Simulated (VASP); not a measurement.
# Cu: single point with PBE

Cu:

```
Cu
1.0
     0.00000    1.82715    1.82715
     1.82715    0.00000    1.82715
     1.82715    1.82715    0.00000
Cu
1
Cartesian
  0.0000 0.0000 0.0000
```

```json
{
  "Program": "VASP 6.6.1",
  "Task": "single point",
  "Functional": "PBE",
  "Potentials or basis": "VASP PAW PBE potentials, release 64 (Cu)",
  "Cutoff": "520 eV",
  "k mesh": "18 × 18 × 18",
  "Occupations": "fermi-dirac, width 0.0612256 eV",
  "Spin": "no spin polarisation",
  "Dipole correction": "no",
  "Further INCAR settings": "ALGO = Normal; EDIFF = 1e-07; NBANDS = 12"
}
```

The pressure is -2.1 GPa. The band gap on the k mesh is zero (an odd number of electrons rules out a gap without spin polarisation).

Levels at points of the mesh, in eV from the Fermi level:
```tsv
k point	band 3	band 4	band 5	band 6	band 7	band 8	band 9	band 10
(0.00, 0.00, 0.00)	-2.91	-2.91	-2.12	-2.12	22.35	24.75	24.75	24.75
(0.50, 0.00, 0.00)	-2.94	-1.58	-1.58	-0.89	3.62	20.86	21.59	21.59
(0.50, 0.50, 0.00)	-1.60	-1.45	-1.45	1.54	6.91	12.85	12.85	17.27
```

Run time: 19 s on 1 thread of AMD EPYC 7R13 Processor (Zen 3) (shared host), peak memory 0.11 GiB.
